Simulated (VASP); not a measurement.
# SnO (Pmn2_1) in VASP: notebook, part 3 of 3

VASP 6.6.1. The steps go on from the part before.

## 6. Relaxation of shape and atoms at fixed volume, PBE+D3(BJ) (17.61 Å³/atom)

This run uses another cell than the first one, of 17.61 Å³/atom.

Input file INCAR:

```
  ALGO = Normal
  EDIFF = 1E-6
  EDIFFG = -0.01
  ENCUT = 600
  GGA = PE
  IBRION = 2
  ISIF = 4
  ISMEAR = 0
  IVDW = 12
  LASPH = T
  LCHARG = F
  LREAL = F
  LWAVE = F
  NELM = 60
  NSW = 50
  PREC = Accurate
  SIGMA = 0.02
```

Input file KPOINTS:

```
k-points
0
Gamma
  8 6 6
```

Input file POSCAR:

```
SnO
1.0
    3.3031668776      0.0000000000      0.0000000000
    0.0000000000      5.6111310275      0.0000000000
    0.0000000000      0.0000000000      3.8005274438
Sn O
2 2
Direct
    0.0000000000      0.2377223708      0.5317261384
    0.5000000000      0.7622776292      0.0317261384
    0.0000000000      0.8802933456      0.7182748616
    0.5000000000      0.1197066544      0.2182748616
```

Potentials or basis: VASP PAW PBE potentials, release 64 (Sn_d, O).

Run with:

```bash
> cat potpaw_PBE.64/Sn_d/POTCAR potpaw_PBE.64/O/POTCAR > POTCAR
> mpirun -np 1 vasp_std > vasp.out
```

OUTCAR:

```text
EDIFF = 1E-6
   EDIFFG = -0.01
   ENCUT = 600
   GGA = PE
   IBRION = 2
   ISIF = 4
   ISMEAR = 0
   IVDW = 12
   LASPH = T
   LREAL = F
   NELM = 60
   NSW = 50
   PREC = Accurate
 IVDW          = 12

 ion  position               nearest neighbor table
   1  0.000  0.238  0.532-   3 2.13   4 2.14   4 2.14   2 3.67   2 3.67   2 3.67   2 3.67
   2  0.500  0.762  0.032-   4 2.13   3 2.14   3 2.14   1 3.67   1 3.67   1 3.67   1 3.67
   3  0.000  0.880  0.718-   1 2.13   2 2.14   2 2.14
   4  0.500  0.120  0.218-   2 2.13   1 2.14   1 2.14

  LATTYP: Found a simple orthorhombic cell.
 ALAT       =     3.3031668776
 B/A-ratio  =     1.1505708263
 C/A-ratio  =     1.6987125493

  Lattice vectors:

 A1 = (  -3.3031668776,   0.0000000000,   0.0000000000)
 A2 = (   0.0000000000,   0.0000000000,   3.8005274438)
 A3 = (   0.0000000000,   5.6111310275,   0.0000000000)

Analysis of symmetry for initial positions (statically):
=====================================================================
 Subroutine PRICEL returns:
 Original cell was already a primitive cell.

 Routine SETGRP: Setting up the symmetry group for a
 simple orthorhombic supercell.

 Subroutine GETGRP returns: Found  4 space group operations
 (whereof  2 operations were pure point group operations)
 out of a pool of  8 trial point group operations.

The static configuration has the point symmetry C_1h.
 The point group associated with its full space group is C_2v.

Analysis of symmetry for dynamics (positions and initial velocities):
=====================================================================
 Subroutine PRICEL returns:
 Original cell was already a primitive cell.

 Routine SETGRP: Setting up the symmetry group for a
 simple orthorhombic supercell.

 Subroutine GETGRP returns: Found  4 space group operations
 (whereof  2 operations were pure point group operations)
 out of a pool of  8 trial point group operations.

The dynamic configuration has the point symmetry C_1h.
 The point group associated with its full space group is C_2v.

 Subroutine INISYM returns: Found  4 space group operations
 (whereof  2 operations are pure point group operations),
 and found     1 'primitive' translations

----------------------------------------------------------------------------------------

                                     Primitive cell

  volume of cell :      70.4409

  direct lattice vectors                    reciprocal lattice vectors
     3.303166878  0.000000000  0.000000000     0.302739776  0.000000000  0.000000000
     0.000000000  5.611131027  0.000000000     0.000000000  0.178217189  0.000000000
     0.000000000  0.000000000  3.800527444     0.000000000  0.000000000  0.263121373

  length of vectors
     3.303166878  5.611131027  3.800527444     0.302739776  0.178217189  0.263121373

  position of ions in fractional coordinates (direct lattice)
     0.000000000  0.237722371  0.531726138
     0.500000000  0.762277629  0.031726138
     0.000000000  0.880293346  0.718274862
     0.500000000  0.119706654  0.218274862

  ion indices of the primitive-cell ions
   primitive index   ion index
                 1           1
                 2           2
                 3           3
                 4           4

----------------------------------------------------------------------------------------

 KPOINTS: k-points

Automatic generation of k-mesh.
 Grid dimensions read from file:
 generate k-points for:    8    6    6

 Generating k-lattice:

  Cartesian coordinates                     Fractional coordinates (reciprocal lattice)
     0.037842472  0.000000000  0.000000000     0.125000000  0.000000000  0.000000000
     0.000000000  0.029702865  0.000000000     0.000000000  0.166666667  0.000000000
     0.000000000  0.000000000  0.043853562     0.000000000  0.000000000  0.166666667

  Length of vectors
     0.037842472  0.029702865  0.043853562

  Shift w.r.t. Gamma in fractional coordinates (k-lattice)
     0.000000000  0.000000000  0.000000000

 Subroutine IBZKPT returns following result:
 ===========================================

 Found     80 irreducible k-points:

 Following reciprocal coordinates:
            Coordinates               Weight
  0.000000  0.000000  0.000000      1.000000
  0.125000  0.000000  0.000000      2.000000
  0.250000  0.000000  0.000000      2.000000
  0.375000  0.000000  0.000000      2.000000
  0.500000  0.000000  0.000000      1.000000
  0.000000  0.166667  0.000000      2.000000
[... 16 lines left out ...]
  0.250000  0.000000  0.166667      4.000000
  0.375000  0.000000  0.166667      4.000000
 [... further k-points ...]
   k-points           NKPTS =     80   k-points in BZ     NKDIM =     80   number of bands    NBANDS=     24
   number of dos      NEDOS =    301   number of ions     NIONS =      4
   total plane-waves  NPLWV =  40320
   dimension x,y,z NGX =    28 NGY =   48 NGZ =   30
   dimension x,y,z NGXF=    56 NGYF=   96 NGZF=   60
   ions per type =               2   2
   NGX,Y,Z   is equivalent  to a cutoff of  14.09, 14.22, 13.12 a.u.
   NGXF,Y,Z  is equivalent  to a cutoff of  28.18, 28.44, 26.25 a.u.
 SYSTEM =  unknown system
   PREC   = accura    normal or accurate (medium, high low for compatibility)
   ISTART =      0    job   : 0-new  1-cont  2-samecut
   ICHARG =      2    charge: 1-file 2-atom 10-const
   ISPIN  =      1    spin polarized calculation?
   LNONCOLLINEAR =      F non collinear calculations
   LSORBIT =      F    spin-orbit coupling
   LASPH  =      T    aspherical Exc in radial PAW
   ENCUT  =  600.0 eV  44.10 Ry    6.64 a.u.   6.60 11.21  7.59*2*pi/ulx,y,z
   NELM   =     60;   NELMIN=  2; NELMDL= -5     # of ELM steps
   EDIFF  = 0.1E-05   stopping-criterion for ELM
   LREAL  =      F    real-space projection
   EDIFFG = -.1E-01   stopping-criterion for IOM
   NSW    =     50    number of steps for IOM
   IBRION =      2    ionic relax: 0-MD 1-quasi-New 2-CG
   NFREE  =      1    steps in history (QN), initial steepest desc. (CG)
   ISIF   =      4    stress and relaxation
   ISYM   =      2    0-nonsym 1-usesym 2-fastsym
   POTIM  = 0.5000    time-step for ionic-motion
   TEBEG  =    0.0;   TEEND  =   0.0 temperature during run
   PSTRESS=    0.0 pullay stress
   NELECT =      40.0000    total number of electrons
   NUPDOWN=      -1.0000    fix difference up-down
   EMIN   =  10.00;   EMAX   =-10.00  energy-range for DOS
   EFERMI =   0.00;   METHOD = LEGACY
   ISMEAR =     0;   SIGMA  =   0.02  broadening in eV -4-tet -1-fermi 0-gaus
   EFERMI_NEDOS =   21; number of points for ismear=-14 and -15
   IALGO  =     38    algorithm
   IMIX   =      4    mixing-type and parameters
     AMIX     =   0.40;   BMIX     =  1.00
     AMIX_MAG =   1.60;   BMIX_MAG =  1.00
  volume/ion in A,a.u.               =      17.61       118.84
  Fermi-wavevector in a.u.,A,eV,Ry     =   1.355668  2.561840 25.005260  1.837835
  Thomas-Fermi vector in A             =   2.482736
   LORBIT       =      0    0 simple, 1 ext, 2 COOP (PROOUT), +10 PAW based schemes
   GGA     = PE    functional components
   LHFCALC =     F    Hartree Fock is set to
   AEXX    =    0.0000 exact exchange contribution
   IVDW    =    12    specifies the selected vdW correction
   LEPSILON=     F    determine dielectric tensor
   LRPA    =     F    only Hartree local field effects (RPA)
 conjugate gradient relaxation of ions
 non-spin polarized calculation
 Gauss-broadening in eV      SIGMA  =   0.02
  energy-cutoff  :      600.00
  volume of cell :       70.44
 maximum number of plane-waves:      2393
 NGX is ok and might be reduce to    28
   NGX = 13   NGY = 23   NGZ = 15

--------------------------------------- Ionic step        1  -------------------------------------------

 number of electron      40.0000013 magnetization

 Free energy of the ion-electron system (eV)
  ---------------------------------------------------
  ext. energy  EPLUGINS =         0.00000000
  ---------------------------------------------------
  free energy    TOTEN  =       -22.30972139 eV

  energy without entropy =      -22.30972139  energy(sigma->0) =      -22.30972139

------------------------ aborting loop because EDIFF is reached ----------------------------------------

 Edisp (eV)   -0.94109

 E8    (eV) :    -0.4092
[... 111 lines left out ...]
  FREE ENERGIE OF THE ION-ELECTRON SYSTEM (eV)
  ---------------------------------------------------
  free  energy   TOTEN  =       -23.2695282649 eV

  energy  without entropy=      -23.2695282649  energy(sigma->0) =      -23.26952826

[... ionic steps 4 to 10 ...]

--------------------------------------- Ionic step       11  -------------------------------------------

 number of electron      40.0000013 magnetization

------------------------ aborting loop because EDIFF is reached ----------------------------------------
[... 79 lines left out ...]
--------------------------------------- Ionic step       13  -------------------------------------------

 number of electron      40.0000013 magnetization

 Free energy of the ion-electron system (eV)
  ---------------------------------------------------
  ext. energy  EPLUGINS =         0.00000000
  ---------------------------------------------------
  free energy    TOTEN  =       -22.33217217 eV

  energy without entropy =      -22.33217217  energy(sigma->0) =      -22.33217217

 E-fermi :   6.4281     XC(G=0): -10.2961

 val. band max:        6.2900337308   @ k =   0.0000   0.0000   0.0000
 cond. band min:       7.4329149938   @ k =   0.3750   0.5000   0.0000
 fundamental gap:      1.1428812630
 Fermi energy:         6.4281257903

 k-point     1 :       0.0000    0.0000    0.0000
  band No.  band energies     occupation
      1     -14.9804      2.00000
      2     -14.6880      2.00000
      3     -14.6399      2.00000
      4     -14.5680      2.00000
      5     -14.5416      2.00000
      6     -14.5333      2.00000
[... 637 lines left out ...]
     23      10.9149      0.00000
     24      11.2995      0.00000

 [... further k-points ...]

------------------------ aborting loop because EDIFF is reached ----------------------------------------

 Edisp (eV)   -0.94125

 E8    (eV) :    -0.4092
[... 27 lines left out ...]
  FREE ENERGIE OF THE ION-ELECTRON SYSTEM (eV)
  ---------------------------------------------------
  free  energy   TOTEN  =       -23.2734242785 eV

  energy  without entropy=      -23.2734242785  energy(sigma->0) =      -23.27342428

 reached required accuracy - stopping structural energy minimisation
```

OSZICAR:

```text
N       E                     dE             d eps       ncg     rms          rms(c)
DAV:   1     0.439883241787E+03    0.43988E+03   -0.23070E+04  3880   0.279E+03
DAV:   2     0.379214713168E+02   -0.40196E+03   -0.39485E+03  4152   0.622E+02
[... 97 lines left out ...]
  12 F= -.23273379E+02 E0= -.23273379E+02  d E =-.685358E-04
       N       E                     dE             d eps       ncg     rms          rms(c)
DAV:   1    -0.223323473130E+02   -0.20234E-03   -0.45254E-02  3912   0.166E+00    0.111E-01
DAV:   2    -0.223322854343E+02    0.61879E-04   -0.15825E-03  5408   0.511E-01    0.656E-02
DAV:   3    -0.223321732328E+02    0.11220E-03   -0.13848E-04  5544   0.179E-01    0.153E-02
DAV:   4    -0.223321721629E+02    0.10699E-05   -0.41128E-05  5880   0.555E-02    0.552E-03
DAV:   5    -0.223321721713E+02   -0.84283E-08   -0.19008E-06  2856   0.144E-02
  13 F= -.23273424E+02 E0= -.23273424E+02  d E =-.453224E-04
```

CONTCAR:

```text
SnO
   1.00000000000000
     3.3398215667988418    0.0000000000000000    0.0000000000000000
     0.0000000000000000    5.6595957568077049    0.0000000000000000
     0.0000000000000000    0.0000000000000000    3.7266286718339643
  Sn              O
     2     2
Direct
     0.0000000000000000    0.2405037386551390    0.5390483735230874
     0.5000000000000000    0.7594962613448611    0.0390483735230873
     0.0000000000000000    0.8771255540226752    0.7109526264769171
     0.5000000000000000    0.1228744459773249    0.2109526264769172

  0.00000000E+00  0.00000000E+00  0.00000000E+00
  0.00000000E+00  0.00000000E+00  0.00000000E+00
  0.00000000E+00  0.00000000E+00  0.00000000E+00
  0.00000000E+00  0.00000000E+00  0.00000000E+00
```

Wall time 24 min (1 thread of Oxide Virtual Turin-like, shared host); peak memory 0.27 GiB.

What came out:

| Quantity | Value |
| --- | --- |
| Free energy | -23.2734 eV |
| Energy gained by relaxing | 5.7 meV/atom |
| Ionic steps | 13 |
| Pressure after relaxing | 1.1 GPa |
| Band gap on the k mesh | 1.14 eV (least direct gap 1.72 eV) |
| Dispersion energy per atom | -0.235 eV |

Step by step:
```csv
step,energy change (eV),largest force (eV/Å),pressure (GPa),volume (Å³)
1,0.0000,0.5499,3.76,70.44
2,-0.0185,0.0693,1.72,70.44
3,-0.0187,0.0634,1.52,70.44
4,-0.0200,0.0607,1.40,70.44
5,-0.0207,0.0634,1.26,70.44
6,-0.0214,0.0264,1.17,70.44
7,-0.0215,0.0353,1.16,70.44
8,-0.0218,0.0303,1.14,70.44
9,-0.0224,0.0216,1.11,70.44
10,-0.0225,0.0199,1.12,70.44
11,-0.0226,0.0213,1.00,70.44
12,-0.0226,0.0122,1.02,70.44
13,-0.0226,0.0018,1.08,70.44
```

Final structure:
```yaml
crystal:
  lattice:
    - [3.33982, 0.00000, 0.00000]
    - [0.00000, 5.65960, 0.00000]
    - [0.00000, 0.00000, 3.72663]
  atoms:
    - { symbol: Sn, position: [0.00000, 0.24050, 0.53905] }
    - { symbol: Sn, position: [0.50000, 0.75950, 0.03905] }
    - { symbol: O, position: [0.00000, 0.87713, 0.71095] }
    - { symbol: O, position: [0.50000, 0.12287, 0.21095] }
```

Levels at points of the mesh, in eV from the valence-band top:
```tsv
k point	band 18	band 19	band 20	band 21	band 22	band 23
(0.00, 0.00, 0.00)	-2.66	-2.26	0.00	3.27	3.76	6.54
(0.50, 0.00, 0.00)	-2.76	-1.27	-1.27	2.50	2.50	5.85
(0.00, 0.50, 0.00)	-2.70	-1.96	-1.58	3.31	4.73	5.34
(0.50, 0.50, 0.00)	-2.72	-1.23	-1.23	2.02	2.02	6.34
(0.00, 0.00, 0.50)	-3.19	-1.33	-1.33	2.43	2.43	5.71
(0.50, 0.00, 0.50)	-3.71	-1.47	-1.47	2.14	2.14	4.74
(0.00, 0.50, 0.50)	-3.07	-1.51	-1.51	1.99	1.99	6.02
(0.50, 0.50, 0.50)	-4.01	-0.59	-0.59	2.29	2.29	4.25
```

Caveat: spin-orbit coupling is left out, which moves the levels of the heavy elements.

## 7. Overview

```tsv
task	cell	cutoff (eV)	gap on the mesh (eV)	pressure (GPa)	largest force (eV/Å)
relaxation of shape and atoms at fixed volume	relaxed from a = 3.312, b = 5.654, c = 3.882 Å, 4 atoms, atomic positions A	600	1.22	0.3	0.01
relaxation of shape and atoms at fixed volume	relaxed from a = 3.379, b = 5.768, c = 3.960 Å, 4 atoms, atomic positions A	600	1.39	-0.6	0.01
single point	a = 3.357, b = 5.809, c = 4.227 Å, 4 atoms, atomic positions B	520	1.53	-0.8	0.08
relaxation of shape and atoms at fixed volume	relaxed from a = 3.288, b = 5.544, c = 3.618 Å, 4 atoms, atomic positions C	600	0.99	3.4	-
relaxation of shape and atoms at fixed volume	relaxed from a = 3.303, b = 5.611, c = 3.801 Å, 4 atoms, atomic positions D	600	1.14	1.1	-
```

Alike in all rows: level PBE+D3(BJ); potentials or basis VASP PAW PBE potentials, release 64 (Sn_d, O); no spin polarisation; k mesh 8 × 6 × 6; smearing gaussian 0.02 eV.

Caveats: spin-orbit coupling is left out, which moves the levels of the heavy elements.

Total energies depend on the potentials used, so only differences within one code and one set of settings carry meaning.
